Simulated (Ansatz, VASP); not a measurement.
# One calculation of HfGe, two programs

```
Hf Ge
1.0
     0.00000    2.97230    2.97230
     2.97230    0.00000    2.97230
     2.97230    2.97230    0.00000
Hf Ge
1 1
Direct
  0.00000 0.00000 0.00000
  0.25000 0.25000 0.25000
```

Alike in both runs: task single point; functional LDA; k mesh 6 × 6 × 6; occupations gaussian, width 0.05 eV; no spin polarisation.

|  | VASP | Ansatz |
| --- | --- | --- |
| version | VASP 6.6.1 | Ansatz 0.2.0 |
| potentials or method | VASP PAW LDA potentials, release 64 (Hf_pv, Ge_d), cutoff 500 eV | scalar-relativistic, plane waves, PAW |
| valence electrons in the cell | 24 | 40 |

VASP gave:

```
gap on the k mesh at the Fermi level (eV) : none
pressure (GPa)                            : 0.3
```

**Question.** Estimate Ansatz's values.

**Answer.** gap on the k mesh at the Fermi level (eV): none; pressure (GPa): 0.4.

LDA's correlation is that of Perdew and Zunger in VASP and of Perdew and Wang (1992) in Ansatz. A gap of «none» marks a metal or a gap that the smearing closes. VASP's potentials hold 24 valence electrons a cell and Ansatz's 40, so a difference there can come from the potentials and not from the codes.

Spin-orbit coupling is off throughout.
